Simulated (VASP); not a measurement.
# Al3Cu2 (P-3m1) in VASP: further runs, part 2 of 2

VASP 6.6.1.

### 5 Relaxation of cell and atoms, r2SCAN, target pressure 25 GPa, at which the enthalpy is minimised

This run uses another cell than the first one, of 12.42 Å³/atom.

Contents of POSCAR:

```
Al3Cu2
1.0
    3.8900984557      0.0000000000      0.0000000000
   -1.9450492279      3.3689240858      0.0000000000
    0.0000000000      0.0000000000      4.7374358349
Al Cu
3 2
Direct
    0.0000000000      0.0000000000      0.0000000000
    0.3333333333      0.6666666667      0.3516746798
    0.6666666667      0.3333333333      0.6483253202
    0.3333333333      0.6666666667      0.8417211708
    0.6666666667      0.3333333333      0.1582788292
```

Contents of INCAR.step1:

```
SYSTEM = Al3Cu2
  PREC = Accurate
  ENCUT = 600
  ISMEAR = 0
  SIGMA = 0.1
  LREAL = .False.
  LASPH = .True.
  NELM = 80
  GGA = PE
  ALGO = Normal
  EDIFF = 1E-4
  LWAVE = .True.
  LCHARG = .False.
```

Contents of INCAR.step2:

```
SYSTEM = Al3Cu2
  PREC = Accurate
  ENCUT = 600
  EDIFF = 1E-6
  ISMEAR = 0
  SIGMA = 0.1
  LREAL = .False.
  LASPH = .True.
  NELM = 80
  ALGO = Normal
  ISIF = 3
  LWAVE = .False.
  LCHARG = .False.
  METAGGA = R2SCAN
  LMIXTAU = .True.
  IBRION = 2
  NSW = 70
  EDIFFG = -0.008
  PSTRESS = 250.0
  ISTART = 1
```

Contents of KPOINTS:

```
regular mesh
0
Gamma
  12 12 8
  0 0 0
```

Potentials or basis: VASP PAW PBE potentials, release 64 (Al, Cu).

Run with:

```sh
> cat potpaw_PBE.64/Al/POTCAR potpaw_PBE.64/Cu/POTCAR > POTCAR
> cp INCAR.step1 INCAR
> mpirun -np 1 vasp_std > vasp.out
> cp INCAR.step2 INCAR
> mpirun -np 1 vasp_std > vasp.out
```

OUTCAR:

```text
SYSTEM = Al3Cu2
   PREC = Accurate
   ENCUT = 600
   EDIFF = 1E-6
   ISMEAR = 0
   LREAL = .False.
   LASPH = .True.
   NELM = 80
   ISIF = 3
   METAGGA = R2SCAN
   IBRION = 2
   NSW = 70
   EDIFFG = -0.008
   PSTRESS = 250.0
   ISTART = 1

 ion  position               nearest neighbor table
   1  0.000  0.000  0.000-   4 2.37   5 2.37   4 2.37   5 2.37   5 2.37   4 2.37   2 2.80   3 2.80
                             2 2.80   3 2.80   2 2.80   3 2.80
   2  0.333  0.667  0.352-   4 2.32   4 2.42   5 2.43   5 2.43   5 2.43   3 2.65   3 2.65   3 2.65
                             1 2.80   1 2.80   1 2.80
   3  0.667  0.333  0.648-   5 2.32   5 2.42   4 2.43   4 2.43   4 2.43   2 2.65   2 2.65   2 2.65
                             1 2.80   1 2.80   1 2.80
   4  0.333  0.667  0.842-   2 2.32   1 2.37   1 2.37   1 2.37   2 2.42   3 2.43   3 2.43   3 2.43
                             5 2.70   5 2.70   5 2.70
   5  0.667  0.333  0.158-   3 2.32   1 2.37   1 2.37   1 2.37   3 2.42   2 2.43   2 2.43   2 2.43
                             4 2.70   4 2.70   4 2.70

  LATTYP: Found a hexagonal cell.
 ALAT       =     3.8900984557
 C/A-ratio  =     1.2178190061

  Lattice vectors:

 A1 = (   3.8900984557,   0.0000000000,   0.0000000000)
 A2 = (  -1.9450492279,   3.3689240858,   0.0000000000)
 A3 = (   0.0000000000,   0.0000000000,   4.7374358349)

[... 191 lines left out ...]
  external PRESSURE =      10.3900858 kB  Pullay stress =     250.0000000 kB
[... 106 lines left out ...]
  energy  without entropy=      -42.1196724011  energy(sigma->0) =      -42.12196896

  enthalpy is  TOTEN    =       -32.3844904316 eV   P V=        9.7397750869

[... ionic steps 4 to 10 ...]

--------------------------------------- Ionic step       11  -------------------------------------------

 number of electron      31.0000012 magnetization

------------------------ aborting loop because EDIFF is reached ----------------------------------------
[... 77 lines left out ...]
--------------------------------------- Ionic step       13  -------------------------------------------

 number of electron      31.0000012 magnetization

 Free energy of the ion-electron system (eV)
  ---------------------------------------------------
  ext. energy  EPLUGINS =         0.00000000
  ---------------------------------------------------
  free energy    TOTEN  =       -42.11608156 eV

  energy without entropy =      -42.11153653  energy(sigma->0) =      -42.11380904

 E-fermi :  10.1882     XC(G=0): -12.4941

 val. band max:       10.1561776888   @ k =  -0.0833   0.5000   0.2500
 cond. band min:      10.1943782593   @ k =   0.1667   0.1667   0.2500
 fundamental gap:      0.0382005705
 Fermi energy:        10.1881902903

 k-point     1 :       0.0000    0.0000    0.0000
  band No.  band energies     occupation
      1      -2.8800      2.00000
      2       2.5988      2.00000
      3       3.3032      2.00000
      4       3.7545      2.00000
      5       3.7546      2.00000
      6       4.1434      2.00000
[... 505 lines left out ...]
      6       4.0713      2.00000
[... 11 lines left out ...]
     18      13.6196      0.00000
     19      14.0798      0.00000

 [... further k-points ...]

------------------------ aborting loop because EDIFF is reached ----------------------------------------

  FORCE on cell =-STRESS in cart. coord.  units (eV):
  Direction    XX          YY          ZZ          XY          YZ          ZX
  --------------------------------------------------------------------------------------
  -------------------------------------------------------------------------------------
  Total        9.7211798      9.7211798      9.7014020     -0.0000000     -0.0000000      0.0000000
  in kB      249.7395855    249.7395854    249.2314882     -0.0000000     -0.0000000      0.0000000
  external PRESSURE =      -0.4297803 kB  Pullay stress =     250.0000000 kB
[... 24 lines left out ...]
  energy  without entropy=      -42.1115365303  energy(sigma->0) =      -42.11380904

  enthalpy is  TOTEN    =       -32.3847650315 eV   P V=        9.7313165263

 reached required accuracy - stopping structural energy minimisation
```

It took 2 h on 1 thread of Oxide Virtual Turin-like, shared host; peak memory 0.31 GiB.

What came out:

| Item | Value |
| --- | --- |
| Free energy | -42.1161 eV |
| Relaxed volume | 12.47 Å³/atom |
| Relaxed cell | a = 3.894 Å, b = 3.894 Å, c = 4.748 Å, α = 90.00°, β = 90.00°, γ = 120.00° |
| Space group after relaxing (to 0.1 Å) | P-3m1 (No. 164) |
| Energy change on relaxing (the run minimises the enthalpy) | -9.0 meV/atom |
| Ionic steps | 13 |
| Pressure after relaxing | 25.0 GPa |
| Largest force after relaxing | 0.004 eV/Å |
| Band gap on the k mesh | zero (an odd number of electrons rules out a gap without spin polarisation) |

Forces in eV/Å, atoms in the order of the input:
```
Al   0.000  0.000  0.000
Al   0.000  0.000 -0.004
Al   0.000  0.000  0.004
Cu   0.000  0.000  0.004
Cu   0.000  0.000 -0.004
```

Step by step:
```tsv
step	energy change (eV)	largest force (eV/Å)	pressure (GPa)	volume (Å³)
1	0.0000	0.0672	26.04	62.09
2	-0.1127	0.0222	23.39	62.81
3	-0.0532	0.0396	24.82	62.42
4	-0.0496	0.0415	24.88	62.40
5	-0.0481	0.0422	24.92	62.39
6	-0.0447	0.0236	25.05	62.36
7	-0.0424	0.0183	25.08	62.35
8	-0.0498	0.0060	24.95	62.40
9	-0.0503	0.0064	24.89	62.40
10	-0.0500	0.0063	25.11	62.40
11	-0.0501	0.0063	24.80	62.40
12	-0.0304	0.0019	25.39	62.27
13	-0.0450	0.0042	24.96	62.37
```

Final structure:
```
Al Cu
1.0
     3.89447    0.00000    0.00000
    -1.94724    3.37271    0.00000
     0.00000    0.00000    4.74804
Al Cu
3 2
Direct
  0.00000 0.00000 0.00000
  0.33333 0.66667 0.35279
  0.66667 0.33333 0.64721
  0.33333 0.66667 0.84266
  0.66667 0.33333 0.15734
```

Levels at points of the mesh, in eV from the Fermi level:
```
           k point  band 13  band 14  band 15  band 16  band 17  band 18
(0.00, 0.00, 0.00)    -4.26    -0.37    -0.37     1.51     1.51     3.76
(0.50, 0.00, 0.00)    -3.73    -3.65    -3.08    -0.70     0.42     0.61
(0.00, 0.00, 0.50)     1.23     1.23     1.32     1.32     1.71     2.97
(0.50, 0.00, 0.50)    -4.85    -4.07    -2.21    -0.25     0.96     1.54
```

Caveat: the cell is relaxed towards a set pressure, so the run minimises the enthalpy, not the energy; the PAW data sets were made with another functional, which shifts forces and pressure a little.

### 6 The runs side by side

| task | cell | cutoff (eV) | gap on the mesh (eV) | pressure (GPa) |
| --- | --- | --- | --- | --- |
| single point | a = 3.979, b = 3.979, c = 5.061 Å, angles 90.0, 90.0, 120.0°, 5 atoms, atomic positions A | 520 | none | 6.2 |
| single point | a = 3.979, b = 3.979, c = 5.080 Å, angles 90.0, 90.0, 120.0°, 5 atoms, atomic positions B | 520 | none | 5.7 |
| single point | a = 4.020, b = 4.020, c = 5.030 Å, angles 90.0, 90.0, 120.0°, 5 atoms, atomic positions B | 520 | none | 4.0 |
| relaxation of cell and atoms | relaxed to 25 GPa from a = 3.890, b = 3.890, c = 4.737 Å, angles 90.0, 90.0, 120.0°, 5 atoms, atomic positions C | 600 | none | 25.0 |

Alike in all rows: level r2SCAN; potentials or basis VASP PAW PBE potentials, release 64 (Al, Cu); no spin polarisation; k mesh 12 × 12 × 8; smearing gaussian 0.1 eV.

Caveats: the PAW data sets were made with another functional, which shifts forces and pressure a little; the stress differs along the axes, from -0 to 9 GPa (at least some runs); the stress differs along the axes, from -1 to 9 GPa (at least some runs); the stress differs along the axes, from -0 to 6 GPa (at least some runs); the cell is relaxed towards a set pressure, so the run minimises the enthalpy, not the energy (at least some runs).

Total energies depend on the potentials used, so only differences within one code and one set of settings carry meaning.

The gap in the log of VASP goes by the Fermi energy; the results here count the filled bands.